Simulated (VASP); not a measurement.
# Ta2Al5 (Cmmm) in VASP: relaxation of cell and atoms with PBE

Aim: the relaxation of cell and atoms of Ta2Al5 with PBE.

Program: VASP 6.6.1. These are calculated values, not measurements. Logs are shortened: lines on timing, memory, paths and dates and some standing lists are left out, and cuts for length are marked.

## (1) The cell of the first run

The structure is orthorhombic, space group Cmmm (No. 65). Conventional cell: a = 7.189 Å, b = 11.803 Å, c = 2.860 Å, α = 90.00°, β = 90.00°, γ = 90.00°. Ta (site symmetry m2m) has 10 Al at 2.81 to 2.89 Å and 2 Ta at 2.86 Å within 3.7 Å. Within 3.5 Å of Al (site symmetry m) lie 6 Al at 2.65 to 3.26 Å and 4 Ta at 2.81 to 2.89 Å. Within 3.5 Å of Al (site symmetry mmm) lie 6 Al at 2.65 to 2.86 Å and 4 Ta at 2.87 Å.

## (2) Relaxation of cell and atoms, PBE

The input, INCAR:

```
SYSTEM = Ta2Al5
ALGO     = Fast           ! electronic algorithm
EDIFF    = 1E-6           ! SCF threshold, eV
EDIFFG   = -0.001         ! ionic threshold
ENCUT    = 600            ! plane-wave cutoff, eV
GGA      = PE             ! functional
IBRION   = 2              ! ionic algorithm
ISIF     = 3              ! what is computed and relaxed
ISMEAR   = 0              ! smearing method
LASPH    = .TRUE.         ! aspherical terms in the spheres
LCHARG   = .FALSE.        ! write CHGCAR
LREAL    = .FALSE.        ! projectors in reciprocal space
LWAVE    = .FALSE.        ! write WAVECAR
NELM     = 60             ! most SCF steps
NSW      = 80             ! ionic steps
PREC     = Accurate       ! precision mode
SIGMA    = 0.1            ! smearing width, eV
```

The input, KPOINTS:

```
k-points
0
G
  6 6 12
  0 0 0
```

The input, POSCAR:

```
Ta2Al5
1.0
    3.5943170379     -5.9013997784      0.0000000000
    3.5943170379      5.9013997784      0.0000000000
    0.0000000000      0.0000000000      2.8601582860
Ta Al
2 5
Direct
    0.7111571882      0.2888428118      0.5000000000
    0.2888428118      0.7111571882      0.5000000000
    0.3034219283      0.0684218422      0.0000000000
    0.6965780717      0.9315781578      0.0000000000
    0.9315781578      0.6965780717      0.0000000000
    0.0684218422      0.3034219283      0.0000000000
    0.5000000000      0.5000000000      0.0000000000
```

Potentials or basis: VASP PAW PBE potentials, release 64 (Ta_pv, Al).

On the command line:

```sh
cat potpaw_PBE.64/Ta_pv/POTCAR potpaw_PBE.64/Al/POTCAR > POTCAR
mpirun -np 1 vasp_std > vasp.out
```

OUTCAR:

```text
SYSTEM = Ta2Al5
   EDIFF = 1E-6
   EDIFFG = -0.001
   ENCUT = 600
   GGA = PE
   IBRION = 2
   ISIF = 3
   ISMEAR = 0
   LASPH = .TRUE.
   LREAL = .FALSE.
   NELM = 60
   NSW = 80
   PREC = Accurate

 ion  position               nearest neighbor table
   1  0.711  0.289  0.500-   4 2.81   6 2.81   4 2.81   6 2.81   7 2.87   7 2.87   3 2.89   5 2.89
                             5 2.89   3 2.89
   2  0.289  0.711  0.500-   3 2.81   5 2.81   3 2.81   5 2.81   7 2.87   7 2.87   4 2.89   4 2.89
                             6 2.89   6 2.89
   3  0.303  0.068  0.000-   7 2.65   5 2.67   6 2.77   2 2.81   2 2.81   1 2.89   1 2.89   4 3.26
[... 5 lines left out ...]
   6  0.068  0.303  0.000-   7 2.65   4 2.67   3 2.77   1 2.81   1 2.81   2 2.89   2 2.89   5 3.26

   7  0.500  0.500  0.000-   3 2.65   4 2.65   5 2.65   6 2.65   1 2.87   2 2.87   1 2.87   2 2.87

  LATTYP: Found a base centered orthorhombic cell.
 ALAT       =     7.1886340758
 B/A-ratio  =     1.6418695725
 C/A-ratio  =     0.3978722878

  Lattice vectors:

 A1 = (   3.5943170379,  -5.9013997784,   0.0000000000)
 A2 = (   3.5943170379,   5.9013997784,   0.0000000000)
 A3 = (   0.0000000000,   0.0000000000,   2.8601582860)

Analysis of symmetry for initial positions (statically):
=====================================================================
 Subroutine PRICEL returns:
 Original cell was already a primitive cell.

 Routine SETGRP: Setting up the symmetry group for a
 base centered orthorhombic supercell.

 Subroutine GETGRP returns: Found  8 space group operations
 (whereof  8 operations were pure point group operations)
 out of a pool of  8 trial point group operations.

The static configuration has the point symmetry D_2h.

Analysis of symmetry for dynamics (positions and initial velocities):
=====================================================================
 Subroutine PRICEL returns:
 Original cell was already a primitive cell.

 Routine SETGRP: Setting up the symmetry group for a
 base centered orthorhombic supercell.

 Subroutine GETGRP returns: Found  8 space group operations
 (whereof  8 operations were pure point group operations)
 out of a pool of  8 trial point group operations.

The dynamic configuration has the point symmetry D_2h.

 Subroutine INISYM returns: Found  8 space group operations
 (whereof  8 operations are pure point group operations),
 and found     1 'primitive' translations

----------------------------------------------------------------------------------------

                                     Primitive cell

  volume of cell :     121.3365

  direct lattice vectors                    reciprocal lattice vectors
     3.594317038 -5.901399778  0.000000000     0.139108486 -0.084725661  0.000000000
     3.594317038  5.901399778  0.000000000     0.139108486  0.084725661  0.000000000
     0.000000000  0.000000000  2.860158286     0.000000000  0.000000000  0.349630999

  length of vectors
     6.909821583  6.909821583  2.860158286     0.162879122  0.162879122  0.349630999

  position of ions in fractional coordinates (direct lattice)
     0.711157188  0.288842812  0.500000000
     0.288842812  0.711157188  0.500000000
     0.303421928  0.068421842  0.000000000
     0.696578072  0.931578158  0.000000000
     0.931578158  0.696578072  0.000000000
     0.068421842  0.303421928  0.000000000
     0.500000000  0.500000000  0.000000000

  ion indices of the primitive-cell ions
   primitive index   ion index
                 1           1
                 2           2
                 3           3
                 4           4
                 5           5
                 6           6
                 7           7

----------------------------------------------------------------------------------------

 KPOINTS: k-points

Automatic generation of k-mesh.
 Grid dimensions read from file:
 generate k-points for:    6    6   12

 Generating k-lattice:

  Cartesian coordinates                     Fractional coordinates (reciprocal lattice)
     0.023184748 -0.014120944  0.000000000     0.166666667  0.000000000  0.000000000
     0.023184748  0.014120944  0.000000000     0.000000000  0.166666667  0.000000000
     0.000000000  0.000000000  0.029135917     0.000000000  0.000000000  0.083333333

  Length of vectors
     0.027146520  0.027146520  0.029135917

  Shift w.r.t. Gamma in fractional coordinates (k-lattice)
     0.000000000  0.000000000  0.000000000

 Subroutine IBZKPT returns following result:
 ===========================================

 Found     91 irreducible k-points:

 Following reciprocal coordinates:
            Coordinates               Weight
  0.000000  0.000000  0.000000      1.000000
  0.166667  0.000000  0.000000      4.000000
  0.333333 -0.000000  0.000000      4.000000
  0.500000  0.000000  0.000000      2.000000
  0.166667  0.166667  0.000000      2.000000
  0.333333  0.166667  0.000000      4.000000
[... 16 lines left out ...]
  0.333333  0.333333  0.083333      4.000000
  0.500000  0.333333  0.083333      8.000000
 [... further k-points ...]
   k-points           NKPTS =     91   k-points in BZ     NKDIM =     91   number of bands    NBANDS=     22
   number of dos      NEDOS =    301   number of ions     NIONS =      7
   total plane-waves  NPLWV =  75264
   dimension x,y,z NGX =    56 NGY =   56 NGZ =   24
   dimension x,y,z NGXF=   112 NGYF=  112 NGZF=   48
   ions per type =               2   5
   NGX,Y,Z   is equivalent  to a cutoff of  13.47, 13.47, 13.95 a.u.
   NGXF,Y,Z  is equivalent  to a cutoff of  26.95, 26.95, 27.90 a.u.
 SYSTEM =  Ta2Al5
   PREC   = accura    normal or accurate (medium, high low for compatibility)
   ISTART =      0    job   : 0-new  1-cont  2-samecut
   ICHARG =      2    charge: 1-file 2-atom 10-const
   ISPIN  =      1    spin polarized calculation?
   LNONCOLLINEAR =      F non collinear calculations
   LSORBIT =      F    spin-orbit coupling
   LASPH  =      T    aspherical Exc in radial PAW
   ENCUT  =  600.0 eV  44.10 Ry    6.64 a.u.  13.80 13.80  5.71*2*pi/ulx,y,z
   NELM   =     60;   NELMIN=  2; NELMDL= -5     # of ELM steps
   EDIFF  = 0.1E-05   stopping-criterion for ELM
   LREAL  =      F    real-space projection
   EDIFFG = -.1E-02   stopping-criterion for IOM
   NSW    =     80    number of steps for IOM
   IBRION =      2    ionic relax: 0-MD 1-quasi-New 2-CG
   NFREE  =      1    steps in history (QN), initial steepest desc. (CG)
   ISIF   =      3    stress and relaxation
   ISYM   =      2    0-nonsym 1-usesym 2-fastsym
   POTIM  = 0.5000    time-step for ionic-motion
   TEBEG  =    0.0;   TEEND  =   0.0 temperature during run
   PSTRESS=    0.0 pullay stress
   NELECT =      37.0000    total number of electrons
   NUPDOWN=      -1.0000    fix difference up-down
   EMIN   =  10.00;   EMAX   =-10.00  energy-range for DOS
   EFERMI =   0.00;   METHOD = LEGACY
   ISMEAR =     0;   SIGMA  =   0.10  broadening in eV -4-tet -1-fermi 0-gaus
   EFERMI_NEDOS =   21; number of points for ismear=-14 and -15
   IALGO  =     68    algorithm
   IMIX   =      4    mixing-type and parameters
     AMIX     =   0.40;   BMIX     =  1.00
     AMIX_MAG =   1.60;   BMIX_MAG =  1.00
  volume/ion in A,a.u.               =      17.33       116.97
  Fermi-wavevector in a.u.,A,eV,Ry     =   1.101907  2.082302 16.520179  1.214199
  Thomas-Fermi vector in A             =   2.238342
   LORBIT       =      0    0 simple, 1 ext, 2 COOP (PROOUT), +10 PAW based schemes
   GGA     = PE    functional components
   LHFCALC =     F    Hartree Fock is set to
   AEXX    =    0.0000 exact exchange contribution
   IVDW    =     0    specifies the selected vdW correction
   LEPSILON=     F    determine dielectric tensor
   LRPA    =     F    only Hartree local field effects (RPA)
 conjugate gradient relaxation of ions
 non-spin polarized calculation
 RMM-DIIS sequential band-by-band and
 Gauss-broadening in eV      SIGMA  =   0.10
  energy-cutoff  :      600.00
  volume of cell :      121.34
 maximum number of plane-waves:      4094
   NGX = 27   NGY = 27   NGZ = 11

--------------------------------------- Ionic step        1  -------------------------------------------

 number of electron      36.9999997 magnetization

 Free energy of the ion-electron system (eV)
  ---------------------------------------------------
  ext. energy  EPLUGINS =         0.00000000
  ---------------------------------------------------
  free energy    TOTEN  =       -43.35879356 eV

  energy without entropy =      -43.34755270  energy(sigma->0) =      -43.35317313

------------------------ aborting loop because EDIFF is reached ----------------------------------------

  FORCE on cell =-STRESS in cart. coord.  units (eV):
  Direction    XX          YY          ZZ          XY          YZ          ZX
  --------------------------------------------------------------------------------------
  -------------------------------------------------------------------------------------
  Total       -0.1659214     -0.1690899      0.3353995     -0.0000000      0.0000000      0.0000000
  in kB       -2.1908953     -2.2327322      4.4287536     -0.0000000      0.0000000      0.0000000
  external PRESSURE =       0.0017087 kB  Pullay stress =       0.0000000 kB
[... 104 lines left out ...]
  FREE ENERGIE OF THE ION-ELECTRON SYSTEM (eV)
  ---------------------------------------------------
  free  energy   TOTEN  =       -43.3599816948 eV

  energy  without entropy=      -43.3486336104  energy(sigma->0) =      -43.35430765

[... ionic steps 4 to 10 ...]

--------------------------------------- Ionic step       11  -------------------------------------------

 number of electron      36.9999998 magnetization

------------------------ aborting loop because EDIFF is reached ----------------------------------------
[... 77 lines left out ...]
--------------------------------------- Ionic step       13  -------------------------------------------

 number of electron      36.9999998 magnetization

 Free energy of the ion-electron system (eV)
  ---------------------------------------------------
  ext. energy  EPLUGINS =         0.00000000
  ---------------------------------------------------
  free energy    TOTEN  =       -43.36062756 eV

  energy without entropy =      -43.34934512  energy(sigma->0) =      -43.35498634

 E-fermi :   6.7527     XC(G=0): -10.7814

 val. band max:        6.7417906705   @ k =   0.0000   0.0000   0.5000
 cond. band min:       6.7529310719   @ k =   0.5000   0.5000   0.2500
 fundamental gap:      0.0111404014
 Fermi energy:         6.7527476164

 k-point     1 :       0.0000    0.0000    0.0000
  band No.  band energies     occupation
      1     -27.6648      2.00000
      2     -27.6042      2.00000
      3     -27.5880      2.00000
      4     -27.5868      2.00000
      5     -26.9965      2.00000
      6     -26.9928      2.00000
[... 589 lines left out ...]
     21       8.7316      0.00000
     22       8.9544      0.00000

 [... further k-points ...]
[... 5 lines left out ...]
  --------------------------------------------------------------------------------------
  -------------------------------------------------------------------------------------
  Total       -0.0028871     -0.0060993     -0.0052795      0.0000000      0.0000000      0.0000000
  in kB       -0.0380911     -0.0804719     -0.0696551      0.0000000      0.0000000      0.0000000
  external PRESSURE =      -0.0627394 kB  Pullay stress =       0.0000000 kB
[... 22 lines left out ...]
  FREE ENERGIE OF THE ION-ELECTRON SYSTEM (eV)
  ---------------------------------------------------
  free  energy   TOTEN  =       -43.3606275644 eV

  energy  without entropy=      -43.3493451218  energy(sigma->0) =      -43.35498634

 reached required accuracy - stopping structural energy minimisation
```

Run time: 23 min. Hardware: 1 thread of Intel Xeon 6975P-C, shared host; peak memory 0.47 GiB.

What came out:

```yaml
Free_energy: -43.3606 eV
Relaxed_volume: 17.35 Å³/atom
Relaxed_cell: a = 6.902 Å, b = 6.902 Å, c = 2.868 Å, α = 90.00°, β = 90.00°, γ = 117.28°
Space_group_after_relaxing_to_0.05_Å: Cmmm (No. 65)
Energy_gained_by_relaxing: 0.3 meV/atom
Ionic_steps: 13
Pressure_after_relaxing: 0.0 GPa
```

Step by step:
| step | energy change (eV) | largest force (eV/Å) | pressure (GPa) | volume (Å³) |
| --- | --- | --- | --- | --- |
| 1 | 0.0000 | 0.0476 | 0.00 | 121.34 |
| 2 | -0.0011 | 0.0408 | 0.02 | 121.34 |
| 3 | -0.0012 | 0.0396 | 0.03 | 121.34 |
| 4 | -0.0016 | 0.0208 | -0.02 | 121.40 |
| 5 | -0.0018 | 0.0070 | -0.06 | 121.48 |
| 6 | -0.0018 | 0.0074 | -0.06 | 121.48 |
| 7 | -0.0018 | 0.0038 | 0.09 | 121.35 |
| 8 | -0.0018 | 0.0057 | 0.02 | 121.41 |
| 9 | -0.0018 | 0.0015 | 0.01 | 121.43 |
| 10 | -0.0018 | 0.0014 | 0.00 | 121.43 |
| 11 | -0.0018 | 0.0014 | 0.01 | 121.43 |
| 12 | -0.0018 | 0.0007 | -0.01 | 121.44 |
| 13 | -0.0018 | 0.0008 | -0.01 | 121.44 |

Final structure:
```
CELL_PARAMETERS angstrom
3.59182 -5.89350 0.00000
3.59182 5.89350 0.00000
0.00000 0.00000 2.86833
ATOMIC_POSITIONS crystal
Ta 0.71050 0.28950 0.50000
Ta 0.28950 0.71050 0.50000
Al 0.30413 0.06760 0.00000
Al 0.69587 0.93240 0.00000
Al 0.93240 0.69587 0.00000
Al 0.06760 0.30413 0.00000
Al 0.50000 0.50000 0.00000
```

Caveat: spin-orbit coupling is left out, which moves the levels of the heavy elements.
